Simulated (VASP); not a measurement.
# Al (P6_3/mmc) in VASP: a series of runs, part 2 of 2

VASP 6.6.1. The steps go on from the part before.

## (4) Single point, LDA

This run uses another cell than the first one, of 16.67 Å³/atom, 0.980 times its volume.

Contents of INCAR:

```
SYSTEM = Al
PREC     = Accurate       ! precision mode
ENCUT    = 520            ! plane-wave cutoff, eV
EDIFF    = 1E-6           ! SCF threshold, eV
ISMEAR   = -1             ! smearing method
SIGMA    = 0.05           ! smearing width, eV
LREAL    = .FALSE.        ! projectors in reciprocal space
LASPH    = .TRUE.         ! aspherical terms in the spheres
NELM     = 60             ! most SCF steps
ALGO     = Normal         ! electronic algorithm
ISIF     = 2              ! what is computed and relaxed
LWAVE    = .FALSE.        ! write WAVECAR
LCHARG   = .FALSE.        ! write CHGCAR
NBANDS   = 10             ! bands
```

Contents of KPOINTS:

```
Automatic mesh
0
G
  6 6 3
  0 0 0
```

Contents of POSCAR:

```
Al
1.0
    2.8124553515      0.0000000000      0.0000000000
   -1.4062276757      2.4356577814      0.0000000000
    0.0000000000      0.0000000000      4.8668500000
Al
2
Direct
    0.3333333333      0.6666666667      0.2500000000
    0.6666666667      0.3333333333      0.7500000000
```

Potentials or basis: VASP PAW LDA potentials, release 64 (Al).

Started as:

```
cat potpaw_LDA.64/Al/POTCAR > POTCAR
mpirun -np 1 vasp_std > vasp.out
```

OUTCAR:

```text
SYSTEM = Al
   PREC = Accurate
   ENCUT = 520
   EDIFF = 1E-6
   ISMEAR = -1
   LREAL = .FALSE.
   LASPH = .TRUE.
   NELM = 60
   ISIF = 2

 ion  position               nearest neighbor table
   1  0.333  0.667  0.250-   2 2.93   2 2.93   2 2.93   2 2.93   2 2.93   2 2.93
   2  0.667  0.333  0.750-   1 2.93   1 2.93   1 2.93   1 2.93   1 2.93   1 2.93

  LATTYP: Found a hexagonal cell.
 ALAT       =     2.8124553515
 C/A-ratio  =     1.7304630267

  Lattice vectors:

 A1 = (   2.8124553515,   0.0000000000,   0.0000000000)
 A2 = (  -1.4062276757,   2.4356577814,   0.0000000000)
 A3 = (   0.0000000000,   0.0000000000,   4.8668500000)

Analysis of symmetry for initial positions (statically):
=====================================================================
 Subroutine PRICEL returns:
 Original cell was already a primitive cell.

 Routine SETGRP: Setting up the symmetry group for a
 hexagonal supercell.

 Subroutine GETGRP returns: Found 24 space group operations
 (whereof 12 operations were pure point group operations)
 out of a pool of 24 trial point group operations.

The static configuration has the point symmetry D_3d.
 The point group associated with its full space group is D_6h.

Analysis of symmetry for dynamics (positions and initial velocities):
=====================================================================
 Subroutine PRICEL returns:
 Original cell was already a primitive cell.

 Routine SETGRP: Setting up the symmetry group for a
 hexagonal supercell.

 Subroutine GETGRP returns: Found 24 space group operations
 (whereof 12 operations were pure point group operations)
 out of a pool of 24 trial point group operations.

The dynamic configuration has the point symmetry D_3d.
 The point group associated with its full space group is D_6h.

 Subroutine INISYM returns: Found 24 space group operations
[... 108 lines left out ...]
  Fermi-wavevector in a.u.,A,eV,Ry     =   0.924291  1.746656 11.623640  0.854313
  Thomas-Fermi vector in A             =   2.050021
   LORBIT       =      0    0 simple, 1 ext, 2 COOP (PROOUT), +10 PAW based schemes
   GGA     = CA    functional components
   LHFCALC =     F    Hartree Fock is set to
   AEXX    =    0.0000 exact exchange contribution
   IVDW    =     0    specifies the selected vdW correction
   LEPSILON=     F    determine dielectric tensor
   LRPA    =     F    only Hartree local field effects (RPA)
 non-spin polarized calculation
  energy-cutoff  :      520.00
  volume of cell :       33.34
 maximum number of plane-waves:       908
 NGX is ok and might be reduce to    24
   NGX = 11   NGY = 11   NGZ = 19

 number of electron       6.0000000 magnetization

 Free energy of the ion-electron system (eV)
  ---------------------------------------------------
  ext. energy  EPLUGINS =         0.00000000
  ---------------------------------------------------
  free energy    TOTEN  =        -8.17864081 eV

  energy without entropy =       -8.16756450  energy(sigma->0) =       -8.17310266

 E-fermi :   7.8193     XC(G=0): -10.3037

 val. band max:        7.5844626461   @ k =   0.3333   0.3333   0.3333
 cond. band min:       7.9465642309   @ k =   0.3333   0.1667   0.3333
 fundamental gap:      0.3621015847
 Fermi energy:         7.8193129082

 k-point     1 :       0.0000    0.0000    0.0000
  band No.  band energies     occupation
      1      -3.3488      2.00000
      2       2.5982      2.00000
      3       2.9100      2.00000
      4      18.8141      0.00000
      5      18.9896      0.00000
      6      18.9896      0.00000
      7      19.2871      0.00000
      8      19.2871      0.00000
      9      19.9035      0.00000
     10      22.3338      0.00000
[... 157 lines left out ...]
 k-point    14 :       0.3333    0.3333    0.3333
  band No.  band energies     occupation
      1       5.1943      2.00000
      2       5.1943      2.00000
      3       5.4469      2.00000
      4       7.3398      1.99986
      5       7.5845      1.98192
      6       7.5845      1.98192
      7      15.0518      0.00000
      8      15.0518      0.00000
      9      15.4640      0.00000
     10      20.8384      0.00000

------------------------ aborting loop because EDIFF is reached ----------------------------------------

  FORCE on cell =-STRESS in cart. coord.  units (eV):
  Direction    XX          YY          ZZ          XY          YZ          ZX
  --------------------------------------------------------------------------------------
  -------------------------------------------------------------------------------------
  Total        0.2554081      0.2554081     -1.3238610      0.0000000     -0.0000000      0.0000000
  in kB       12.2742614     12.2742614    -63.6213834      0.0000000     -0.0000000      0.0000000
  external PRESSURE =     -13.0242869 kB  Pullay stress =       0.0000000 kB

 VOLUME and BASIS-vectors are now :
 -----------------------------------------------------------------------------
  energy-cutoff  :      520.00
  volume of cell :       33.34
      direct lattice vectors                 reciprocal lattice vectors
     2.812455352  0.000000000  0.000000000     0.355561200  0.205283355  0.000000000
    -1.406227676  2.435657781  0.000000000     0.000000000  0.410566709  0.000000000
     0.000000000  0.000000000  4.866850000     0.000000000  0.000000000  0.205471712

 POSITION                                       TOTAL-FORCE (eV/Angst)
 -----------------------------------------------------------------------------------
     -0.00000      1.62377      1.21671        -0.000000      0.000000      0.000000
      1.40623      0.81189      3.65014         0.000000     -0.000000      0.000000
 -----------------------------------------------------------------------------------
    total drift:                                0.000000     -0.000000      0.000000

  FREE ENERGIE OF THE ION-ELECTRON SYSTEM (eV)
  ---------------------------------------------------
  free  energy   TOTEN  =        -8.1786408148 eV

  energy  without entropy=       -8.1675644972  energy(sigma->0) =       -8.17310266
```

stdout:

```text
POSCAR found type information on POSCAR Al
 POSCAR found :  1 types and       2 ions
 scaLAPACK will be used
 LDA part: xc-table for (Slater(with rela. corr.)+CA(PZ))
 , standard interpolation
 POSCAR, INCAR and KPOINTS ok, starting setup
 FFT: planning ... GRIDC
 FFT: planning ... GRID_SOFT
 FFT: planning ... GRID
 WAVECAR not read
 entering main loop
```

Wall time 2.8 s (1 thread of Intel Xeon Platinum 8124M at 3.00GHz (Skylake/Cascade Lake), shared host); peak memory 0.13 GiB.

What came out:

* Free energy: -8.1786 eV
* Pressure: -1.3 GPa
* Band gap on the k mesh: zero (band 3 reaches 9.13 eV, above the bottom of band 4 at 5.49 eV)

Stress tensor (GPa, compression positive):
```
 1.23  0.00  0.00
 0.00  1.23  0.00
 0.00  0.00 -6.36
```

Levels at points of the mesh, in eV from the Fermi level:
| k point | band 1 | band 2 | band 3 | band 4 | band 5 | band 6 | band 7 | band 8 |
| --- | --- | --- | --- | --- | --- | --- | --- | --- |
| (0.00, 0.00, 0.00) | -11.17 | -5.22 | -4.91 | 10.99 | 11.17 | 11.17 | 11.47 | 11.47 |
| (0.50, 0.00, 0.00) | -5.16 | -5.03 | 0.44 | 0.50 | 1.14 | 1.37 | 6.05 | 7.59 |

Caveat: the k points lie up to 0.43 Å⁻¹ apart.

## (5) Single point, PBEsol

This run uses another cell than the first one, of 16.67 Å³/atom, 0.980 times its volume.

Contents of INCAR:

```
SYSTEM = Al
PREC = Accurate ; ENCUT = 520
EDIFF = 1E-7 ; ISMEAR = -1
SIGMA = 0.05 ; LREAL = .False.
LASPH = .True. ; NELM = 80
ALGO = Normal ; ISIF = 2
LWAVE = .False. ; LCHARG = .False.
GGA = PS ; NBANDS = 10
```

Contents of KPOINTS:

```
Automatic mesh
0
Gamma
  6 6 3
  0 0 0
```

POSCAR is that of step 4.

Potentials or basis: VASP PAW PBE potentials, release 64 (Al).

Started as:

```
cat potpaw_PBE.64/Al/POTCAR > POTCAR
mpirun -np 1 vasp_std > vasp.out
```

It took 4.2 s on 1 thread of Intel Xeon Platinum 8124M at 3.00GHz (Skylake/Cascade Lake), shared host; peak memory 0.14 GiB.

The run converged. Its results:

* Free energy: -7.9848 eV
* Pressure: 0.4 GPa
* Band gap on the k mesh: zero (band 3 reaches 9.28 eV, above the bottom of band 4 at 5.63 eV)

Stress tensor (GPa, compression positive):
```
 3.17  0.00  0.00
 0.00  3.17  0.00
 0.00  0.00 -5.08
```

Levels at points of the mesh, in eV from the Fermi level:
```
           k point  band 1  band 2  band 3  band 4  band 5  band 6  band 7  band 8
(0.00, 0.00, 0.00)  -11.20   -5.20   -4.96   11.00   11.28   11.28   11.50   11.50
(0.50, 0.00, 0.00)   -5.16   -5.06    0.47    0.48    1.20    1.31    6.11    7.65
```

Caveat: the k points lie up to 0.43 Å⁻¹ apart; the PAW data sets were made with another functional, which shifts forces and pressure a little.

## (6) Single point, PBEsol

This run uses another cell than the first one, of 12.95 Å³/atom, 0.761 times its volume.

Contents of INCAR:

```
SYSTEM = Al
  PREC = Accurate
  ENCUT = 520
  EDIFF = 1E-6
  ISMEAR = -1
  SIGMA = 0.05
  LREAL = .False.
  LASPH = .True.
  NELM = 80
  ALGO = Normal
  ISIF = 2
  LWAVE = .False.
  LCHARG = .False.
  GGA = PS
  NBANDS = 10
```

Contents of KPOINTS:

```
Automatic mesh
0
Gamma
  11 11 6
  0 0 0
```

Contents of POSCAR:

```
Al
1.0
    2.6332766269      0.0000000000      0.0000000000
   -1.3166383134      2.2804844541      0.0000000000
    0.0000000000      0.0000000000      4.3113036284
Al
2
Direct
    0.3333333333      0.6666666667      0.2500000000
    0.6666666667      0.3333333333      0.7500000000
```

Potentials or basis: VASP PAW PBE potentials, release 64 (Al).

Started as:

```
cat potpaw_PBE.64/Al/POTCAR > POTCAR
mpirun -np 1 vasp_std > vasp.out
```

OUTCAR:

```text
SYSTEM = Al
   PREC = Accurate
   ENCUT = 520
   EDIFF = 1E-6
   ISMEAR = -1
   LREAL = .False.
   LASPH = .True.
   NELM = 80
   ISIF = 2
   GGA = PS

 ion  position               nearest neighbor table
   1  0.333  0.667  0.250-   2 2.64   2 2.64   2 2.64   2 2.64   2 2.64   2 2.64
   2  0.667  0.333  0.750-   1 2.64   1 2.64   1 2.64   1 2.64   1 2.64   1 2.64

  LATTYP: Found a hexagonal cell.
 ALAT       =     2.6332766269
 C/A-ratio  =     1.6372391660

  Lattice vectors:
[... 491 lines left out ...]
      3       9.6528      2.00000
      4      14.4111      0.00000
      5      16.6241      0.00000
      6      19.2110      0.00000
      7      21.2442      0.00000
      8      23.1592      0.00000
      9      23.7335      0.00000
     10      25.7019      0.00000

 [... further k-points ...]
[... 5 lines left out ...]
  --------------------------------------------------------------------------------------
  -------------------------------------------------------------------------------------
  Total        4.8997336      4.8997336      4.8866243      0.0000000     -0.0000000      0.0000000
  in kB      303.2151086    303.2151086    302.4038558      0.0000000     -0.0000000      0.0000000
  external PRESSURE =     302.9446910 kB  Pullay stress =       0.0000000 kB

 VOLUME and BASIS-vectors are now :
 -----------------------------------------------------------------------------
  energy-cutoff  :      520.00
  volume of cell :       25.89
      direct lattice vectors                 reciprocal lattice vectors
     2.633276627  0.000000000  0.000000000     0.379755013  0.219251659  0.000000000
    -1.316638313  2.280484454  0.000000000     0.000000000  0.438503318  0.000000000
     0.000000000  0.000000000  4.311303628     0.000000000  0.000000000  0.231948405

 POSITION                                       TOTAL-FORCE (eV/Angst)
 -----------------------------------------------------------------------------------
     -0.00000      1.52032      1.07783        -0.000000     -0.000000      0.000000
      1.31664      0.76016      3.23348         0.000000      0.000000      0.000000
 -----------------------------------------------------------------------------------
    total drift:                               -0.000000      0.000000     -0.000000

  FREE ENERGIE OF THE ION-ELECTRON SYSTEM (eV)
  ---------------------------------------------------
  free  energy   TOTEN  =        -7.6193093866 eV

  energy  without entropy=       -7.6129328043  energy(sigma->0) =       -7.61612110
```

OSZICAR:

```text
N       E                     dE             d eps       ncg     rms          rms(c)
DAV:   1     0.151305806365E+00    0.15131E+00   -0.25154E+03  1280   0.492E+02
DAV:   2    -0.755070646469E+01   -0.77020E+01   -0.73188E+01  1808   0.583E+01
DAV:   3    -0.769937635307E+01   -0.14867E+00   -0.14788E+00  1646   0.638E+00
DAV:   4    -0.769992967340E+01   -0.55332E-03   -0.55328E-03  1524   0.463E-01
DAV:   5    -0.769993345376E+01   -0.37804E-05   -0.37798E-05  1558   0.394E-02    0.275E+00
DAV:   6    -0.765121084254E+01    0.48723E-01   -0.29294E-03  1420   0.263E-01    0.153E+00
DAV:   7    -0.761963569930E+01    0.31575E-01   -0.75719E-03  1342   0.408E-01    0.269E-01
DAV:   8    -0.761931160769E+01    0.32409E-03   -0.19198E-04  1700   0.761E-02    0.108E-01
DAV:   9    -0.761930941615E+01    0.21915E-05   -0.29425E-06  1514   0.101E-02    0.309E-03
DAV:  10    -0.761930938665E+01    0.29501E-07   -0.99164E-08   808   0.201E-03
   1 F= -.76193094E+01 E0= -.76161211E+01  d E =-.637658E-02
```

stdout:

```text
POSCAR found type information on POSCAR Al
 POSCAR found :  1 types and       2 ions
 scaLAPACK will be used
 -----------------------------------------------------------------------------
|                                                                             |
|                                                                             |
|     You enforced a specific xc type in the INCAR file but a different       |
|     I HOPE YOU KNOW WHAT YOU ARE DOING!                                     |
|                                                                             |
 -----------------------------------------------------------------------------

 LDA part: xc-table for (Slater+PW92), standard interpolation
 POSCAR, INCAR and KPOINTS ok, starting setup
 FFT: planning ... GRIDC
 FFT: planning ... GRID_SOFT
 FFT: planning ... GRID
 WAVECAR not read
 entering main loop
```

It took 10 s on 1 thread of Intel Xeon Platinum 8259CL at 2.50GHz (Skylake/Cascade Lake), shared host; peak memory 0.13 GiB.

What came out:

```yaml
Free_energy: -7.6193 eV
Pressure: 30.3 GPa
Band_gap_on_the_k_mesh: zero (band 3 reaches 15.20 eV, above the bottom of band 4 at 7.37 eV)
```

Caveat: the PAW data sets were made with another functional, which shifts forces and pressure a little.

## (7) The runs side by side

| level | potentials or basis | cell | k mesh | gap on the mesh (eV) | pressure (GPa) |
| --- | --- | --- | --- | --- | --- |
| PBE | VASP PAW PBE potentials, release 64 (Al) | a = 2.831, b = 2.831, c = 4.899 Å, angles 90.0, 90.0, 120.0°, 2 atoms | 11 × 11 × 6 | none | -1.3 |
| LDA | VASP PAW LDA potentials, release 64 (Al) | a = 2.812, b = 2.812, c = 4.867 Å, angles 90.0, 90.0, 120.0°, 2 atoms | 11 × 11 × 6 | none | -3.0 |
| LDA | VASP PAW LDA potentials, release 64 (Al) | a = 2.812, b = 2.812, c = 4.867 Å, angles 90.0, 90.0, 120.0°, 2 atoms | 6 × 6 × 3 | none | -1.3 |
| PBEsol | VASP PAW PBE potentials, release 64 (Al) | a = 2.812, b = 2.812, c = 4.867 Å, angles 90.0, 90.0, 120.0°, 2 atoms | 6 × 6 × 3 | none | 0.4 |
| PBEsol | VASP PAW PBE potentials, release 64 (Al) | a = 2.633, b = 2.633, c = 4.311 Å, angles 90.0, 90.0, 120.0°, 2 atoms | 11 × 11 × 6 | none | 30.3 |

Alike in all rows: task single point; no spin polarisation; cutoff (eV) 520; smearing fermi-dirac 0.05 eV.

Caveats: some runs use coarse meshes; the PAW data sets were made with another functional, which shifts forces and pressure a little (some runs).

Absolute energies hang on the potentials; compare differences alone.
